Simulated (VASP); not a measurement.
# Sc (P6_3/mmc) in VASP: further runs

The runs below take Sc through single point, with PBEsol.

Everything below comes from runs of VASP 6.6.1. Logs are shortened: lines on timing, memory, paths and dates and some standing lists are left out, and cuts for length are marked.

## 1. The cell of the first run

Symmetry: P6_3/mmc, No. 194, hexagonal system. Conventional cell: a = 3.264 Å, b = 3.264 Å, c = 5.202 Å, α = 90.00°, β = 90.00°, γ = 120.00°. Within 4.2 Å of Sc (site symmetry -6m2) lie 12 Sc at 3.21 to 3.26 Å.

## 2. Single point, PBEsol

File INCAR:

```
SYSTEM = Sc
PREC = Accurate
ENCUT = 520
EDIFF = 1E-7
ISMEAR = -1
SIGMA = 0.05
LREAL = .False.
LASPH = .True.
NELM = 100
ALGO = Normal
ISIF = 2
LWAVE = .False.
LCHARG = .False.
GGA = PS
NBANDS = 18
```

File KPOINTS:

```
regular mesh
0
Gamma
  9 9 5
  0 0 0
```

File POSCAR:

```
Sc
1.0
    3.2642783016      0.0000000000      0.0000000000
   -1.6321391508      2.8269479342      0.0000000000
    0.0000000000      0.0000000000      5.2020304526
Sc
2
Direct
    0.6666666667      0.3333333333      0.7500000000
    0.3333333333      0.6666666667      0.2500000000
```

Potentials or basis: VASP PAW PBE potentials, release 64 (Sc_sv).

On the command line:

```console
$ cat potpaw_PBE.64/Sc_sv/POTCAR > POTCAR
$ mpirun -np 1 vasp_std > vasp.out
```

OUTCAR:

```text
SYSTEM = Sc
   PREC = Accurate
   ENCUT = 520
   EDIFF = 1E-7
   ISMEAR = -1
   LREAL = .False.
   LASPH = .True.
   NELM = 100
   ISIF = 2
   GGA = PS

 ion  position               nearest neighbor table
   1  0.667  0.333  0.750-   2 3.21   2 3.21   2 3.21   2 3.21   2 3.21   2 3.21
   2  0.333  0.667  0.250-   1 3.21   1 3.21   1 3.21   1 3.21   1 3.21   1 3.21

  LATTYP: Found a hexagonal cell.
 ALAT       =     3.2642783016
 C/A-ratio  =     1.5936234512

  Lattice vectors:

 A1 = (   3.2642783016,   0.0000000000,   0.0000000000)
 A2 = (  -1.6321391508,   2.8269479342,   0.0000000000)
 A3 = (   0.0000000000,   0.0000000000,   5.2020304526)

Analysis of symmetry for initial positions (statically):
=====================================================================
 Subroutine PRICEL returns:
 Original cell was already a primitive cell.

 Routine SETGRP: Setting up the symmetry group for a
 hexagonal supercell.

 Subroutine GETGRP returns: Found 24 space group operations
 (whereof 12 operations were pure point group operations)
 out of a pool of 24 trial point group operations.

The static configuration has the point symmetry D_3d.
 The point group associated with its full space group is D_6h.

Analysis of symmetry for dynamics (positions and initial velocities):
=====================================================================
 Subroutine PRICEL returns:
 Original cell was already a primitive cell.

 Routine SETGRP: Setting up the symmetry group for a
 hexagonal supercell.

 Subroutine GETGRP returns: Found 24 space group operations
 (whereof 12 operations were pure point group operations)
 out of a pool of 24 trial point group operations.

The dynamic configuration has the point symmetry D_3d.
 The point group associated with its full space group is D_6h.

 Subroutine INISYM returns: Found 24 space group operations
 (whereof 12 operations are pure point group operations),
 and found     1 'primitive' translations

----------------------------------------------------------------------------------------

                                     Primitive cell

  volume of cell :      48.0040

  direct lattice vectors                    reciprocal lattice vectors
     3.264278302  0.000000000  0.000000000     0.306346429  0.176869193  0.000000000
    -1.632139151  2.826947934  0.000000000     0.000000000  0.353738386  0.000000000
     0.000000000  0.000000000  5.202030453     0.000000000  0.000000000  0.192232631

  length of vectors
     3.264278302  3.264278302  5.202030453     0.353738386  0.353738386  0.192232631

  position of ions in fractional coordinates (direct lattice)
     0.666666667  0.333333333  0.750000000
     0.333333333  0.666666667  0.250000000

  ion indices of the primitive-cell ions
   primitive index   ion index
                 1           1
                 2           2

----------------------------------------------------------------------------------------

 KPOINTS: regular mesh

Automatic generation of k-mesh.
 Grid dimensions read from file:
 generate k-points for:    9    9    5

 Generating k-lattice:

  Cartesian coordinates                     Fractional coordinates (reciprocal lattice)
     0.034038492  0.019652133  0.000000000     0.111111111  0.000000000  0.000000000
     0.000000000  0.039304265  0.000000000     0.000000000  0.111111111  0.000000000
     0.000000000  0.000000000  0.038446526     0.000000000  0.000000000  0.200000000

  Length of vectors
     0.039304265  0.039304265  0.038446526

  Shift w.r.t. Gamma in fractional coordinates (k-lattice)
     0.000000000  0.000000000  0.000000000

 Subroutine IBZKPT returns following result:
 ===========================================

 Found     36 irreducible k-points:

 Following reciprocal coordinates:
            Coordinates               Weight
  0.000000  0.000000  0.000000      1.000000
  0.111111 -0.000000  0.000000      6.000000
  0.222222  0.000000  0.000000      6.000000
  0.333333  0.000000  0.000000      6.000000
  0.444444  0.000000  0.000000      6.000000
  0.111111  0.111111  0.000000      6.000000
[... 16 lines left out ...]
  0.333333  0.222222  0.200000     24.000000
  0.333333  0.333333  0.200000      4.000000
 [... further k-points ...]
   k-points           NKPTS =     36   k-points in BZ     NKDIM =     36   number of bands    NBANDS=     18
   number of dos      NEDOS =    301   number of ions     NIONS =      2
   total plane-waves  NPLWV =  23040
   dimension x,y,z NGX =    24 NGY =   24 NGZ =   40
   dimension x,y,z NGXF=    48 NGYF=   48 NGZF=   80
   ions per type =               2
   NGX,Y,Z   is equivalent  to a cutoff of  12.22, 12.22, 12.78 a.u.
   NGXF,Y,Z  is equivalent  to a cutoff of  24.45, 24.45, 25.57 a.u.
 SYSTEM =  Sc
   PREC   = accura    normal or accurate (medium, high low for compatibility)
   ISTART =      0    job   : 0-new  1-cont  2-samecut
   ICHARG =      2    charge: 1-file 2-atom 10-const
   ISPIN  =      1    spin polarized calculation?
   LNONCOLLINEAR =      F non collinear calculations
   LSORBIT =      F    spin-orbit coupling
   LASPH  =      T    aspherical Exc in radial PAW
   ENCUT  =  520.0 eV  38.22 Ry    6.18 a.u.   6.07  6.07  9.67*2*pi/ulx,y,z
   NELM   =    100;   NELMIN=  2; NELMDL= -5     # of ELM steps
   EDIFF  = 0.1E-06   stopping-criterion for ELM
   LREAL  =      F    real-space projection
   EDIFFG = 0.1E-05   stopping-criterion for IOM
   NSW    =      0    number of steps for IOM
   IBRION =     -1    ionic relax: 0-MD 1-quasi-New 2-CG
   NFREE  =      0    steps in history (QN), initial steepest desc. (CG)
   ISIF   =      2    stress and relaxation
   ISYM   =      2    0-nonsym 1-usesym 2-fastsym
   POTIM  = 0.5000    time-step for ionic-motion
   TEBEG  =    0.0;   TEEND  =   0.0 temperature during run
   PSTRESS=    0.0 pullay stress
   NELECT =      22.0000    total number of electrons
   NUPDOWN=      -1.0000    fix difference up-down
   EMIN   =  10.00;   EMAX   =-10.00  energy-range for DOS
   EFERMI =   0.00;   METHOD = LEGACY
   ISMEAR =    -1;   SIGMA  =   0.05  broadening in eV -4-tet -1-fermi 0-gaus
   EFERMI_NEDOS =   21; number of points for ismear=-14 and -15
   IALGO  =     38    algorithm
   IMIX   =      4    mixing-type and parameters
     AMIX     =   0.40;   BMIX     =  1.00
     AMIX_MAG =   1.60;   BMIX_MAG =  1.00
  volume/ion in A,a.u.               =      24.00       161.97
  Fermi-wavevector in a.u.,A,eV,Ry     =   1.262185  2.385184 21.675599  1.593112
  Thomas-Fermi vector in A             =   2.395606
   LORBIT       =      0    0 simple, 1 ext, 2 COOP (PROOUT), +10 PAW based schemes
   GGA     = PS    functional components
   LHFCALC =     F    Hartree Fock is set to
   AEXX    =    0.0000 exact exchange contribution
   IVDW    =     0    specifies the selected vdW correction
   LEPSILON=     F    determine dielectric tensor
   LRPA    =     F    only Hartree local field effects (RPA)
 non-spin polarized calculation
  energy-cutoff  :      520.00
  volume of cell :       48.00
 maximum number of plane-waves:      1311
   NGX = 13   NGY = 13   NGZ = 19

 number of electron      21.9999998 magnetization

 Free energy of the ion-electron system (eV)
  ---------------------------------------------------
  ext. energy  EPLUGINS =         0.00000000
  ---------------------------------------------------
  free energy    TOTEN  =       -13.22078868 eV

  energy without entropy =      -13.18576988  energy(sigma->0) =      -13.20327928

 E-fermi :   3.7327     XC(G=0): -10.0997

 val. band max:        3.7316003550   @ k =   0.4444   0.1111   0.4000
 cond. band min:       3.7335920944   @ k =   0.1111   0.1111   0.2000
 fundamental gap:      0.0019917395
 Fermi energy:         3.7327215901

 k-point     1 :       0.0000    0.0000    0.0000
  band No.  band energies     occupation
      1     -45.4079      2.00000
      2     -45.3333      2.00000
      3     -24.3409      2.00000
      4     -23.9626      2.00000
      5     -23.9626      2.00000
      6     -23.8974      2.00000
[... 10 lines left out ...]
     17       6.1876      0.00000
     18       6.1876      0.00000

 k-point     2 :       0.1111   -0.0000    0.0000
  band No.  band energies     occupation
      1     -45.4012      2.00000
      2     -45.3306      2.00000
      3     -24.3233      2.00000
      4     -23.9988      2.00000
      5     -23.9745      2.00000
      6     -23.9350      2.00000
[... 10 lines left out ...]
     17       5.9891      0.00000
     18       6.0245      0.00000

 k-point     3 :       0.2222    0.0000    0.0000
  band No.  band energies     occupation
      1     -45.3835      2.00000
      2     -45.3243      2.00000
      3     -24.2750      2.00000
      4     -24.0912      2.00000
      5     -24.0272      2.00000
      6     -24.0033      2.00000
[... 10 lines left out ...]
     17       6.2588      0.00000
     18       6.4935      0.00000

 k-point     4 :       0.3333    0.0000    0.0000
  band No.  band energies     occupation
      1     -45.3616      2.00000
      2     -45.3188      2.00000
      3     -24.2093      2.00000
      4     -24.1976      2.00000
      5     -24.1273      2.00000
      6     -24.0346      2.00000
[... 375 lines left out ...]
      4     -24.1986      2.00000
      5     -24.0915      2.00000
      6     -24.0741      2.00000
[... 10 lines left out ...]
     17       7.2746      0.00000
     18       7.5716      0.00000

 k-point    23 :       0.3333    0.2222    0.2000
  band No.  band energies     occupation
      1     -45.3341      2.00000
      2     -45.3205      2.00000
      3     -24.2470      2.00000
      4     -24.2064      2.00000
      5     -24.1337      2.00000
      6     -24.0605      2.00000
[... 10 lines left out ...]
     17       7.2843      0.00000
     18       7.7578      0.00000

 k-point    24 :       0.3333    0.3333    0.2000
  band No.  band energies     occupation
      1     -45.3249      2.00000
      2     -45.3249      2.00000
      3     -24.2021      2.00000
      4     -24.1940      2.00000
      5     -24.1940      2.00000
      6     -24.0842      2.00000
[... 10 lines left out ...]
     17       7.4468      0.00000
     18       7.4468      0.00000

 [... further k-points ...]
[... 5 lines left out ...]
  --------------------------------------------------------------------------------------
  -------------------------------------------------------------------------------------
  Total       -0.0380500     -0.0380500     -0.5656507      0.0000000      0.0000000      0.0000000
  in kB       -1.2699510     -1.2699510    -18.8790882      0.0000000      0.0000000      0.0000000
  external PRESSURE =      -7.1396634 kB  Pullay stress =       0.0000000 kB

 VOLUME and BASIS-vectors are now :
 -----------------------------------------------------------------------------
  energy-cutoff  :      520.00
  volume of cell :       48.00
      direct lattice vectors                 reciprocal lattice vectors
     3.264278302  0.000000000  0.000000000     0.306346429  0.176869193  0.000000000
    -1.632139151  2.826947934  0.000000000     0.000000000  0.353738386  0.000000000
     0.000000000  0.000000000  5.202030453     0.000000000  0.000000000  0.192232631

 POSITION                                       TOTAL-FORCE (eV/Angst)
 -----------------------------------------------------------------------------------
      1.63214      0.94232      3.90152        -0.000000      0.000000      0.000000
     -0.00000      1.88463      1.30051         0.000000      0.000000      0.000000
 -----------------------------------------------------------------------------------
    total drift:                                0.000000     -0.000000      0.000000

  FREE ENERGIE OF THE ION-ELECTRON SYSTEM (eV)
  ---------------------------------------------------
  free  energy   TOTEN  =       -13.2207886822 eV

  energy  without entropy=      -13.1857698750  energy(sigma->0) =      -13.20327928
```

Run time: 11 s. Hardware: 1 thread of Intel Xeon 6975P-C (Granite Rapids), shared host; peak memory 0.16 GiB.

What came out:

| Quantity | Value |
| --- | --- |
| Free energy | -13.2208 eV |
| Pressure | -0.7 GPa |
| Band gap on the k mesh | zero (band 11 reaches 4.42 eV, above the bottom of band 12 at 3.22 eV) |

Stress tensor (GPa, compression positive):
```
-0.13  0.00  0.00
 0.00 -0.13  0.00
 0.00  0.00 -1.89
```

Levels at points of the mesh, in eV from the Fermi level:
| k point | band 8 | band 9 | band 10 | band 11 | band 12 | band 13 | band 14 | band 15 |
| --- | --- | --- | --- | --- | --- | --- | --- | --- |
| (0.00, 0.00, 0.00) | -27.61 | -5.19 | -1.72 | 0.51 | 1.64 | 1.64 | 1.76 | 2.07 |

Caveat: the PAW data sets were made with another functional, which shifts forces and pressure a little.

## 3. Single point, PBEsol

This run uses another cell than the first one, of 25.00 Å³/atom, 1.042 times its volume.

File INCAR:

```
PREC     = Accurate       # precision mode
ENCUT    = 520            # plane-wave cutoff, eV
EDIFF    = 1E-7           # SCF threshold, eV
ISMEAR   = -1             # smearing method
SIGMA    = 0.05           # smearing width, eV
LREAL    = F              # projectors in reciprocal space
LASPH    = T              # aspherical terms in the spheres
NELM     = 80             # most SCF steps
ALGO     = Fast           # electronic algorithm
ISIF     = 2              # what is computed and relaxed
LWAVE    = F              # write WAVECAR
LCHARG   = F              # write CHGCAR
GGA      = PS             # functional
NBANDS   = 18             # bands
```

File KPOINTS:

```
Automatic mesh
0
Gamma
  9 9 5
```

File POSCAR:

```
Sc
1.0
    3.3090000000      0.0000000000      0.0000000000
   -1.6545000000      2.8656780611      0.0000000000
    0.0000000000      0.0000000000      5.2733000000
Sc
2
Direct
    0.6666666667      0.3333333333      0.7500000000
    0.3333333333      0.6666666667      0.2500000000
```

Potentials or basis: VASP PAW PBE potentials, release 64 (Sc_sv).

On the command line:

```console
$ cat potpaw_PBE.64/Sc_sv/POTCAR > POTCAR
$ mpirun -np 1 vasp_std > vasp.out
```

Run time: 23 s. Hardware: 1 thread of Intel Xeon 6975P-C (Granite Rapids), shared host; peak memory 0.18 GiB.

The run converged. Its results:

| Property | Result |
| --- | --- |
| Free energy | -13.1994 eV |
| Pressure | -2.8 GPa |
| Band gap on the k mesh | zero (band 11 reaches 4.16 eV, above the bottom of band 12 at 3.05 eV) |

Stress tensor (GPa, compression positive):
```
-2.29  0.00  0.00
 0.00 -2.29  0.00
 0.00  0.00 -3.85
```

Levels at points of the mesh, in eV from the Fermi level:
```csv
k point,band 8,band 9,band 10,band 11,band 12,band 13,band 14,band 15
"(0.00, 0.00, 0.00)",-27.74,-5.11,-1.67,0.43,1.59,1.59,1.70,1.99
```

Caveat: the PAW data sets were made with another functional, which shifts forces and pressure a little.
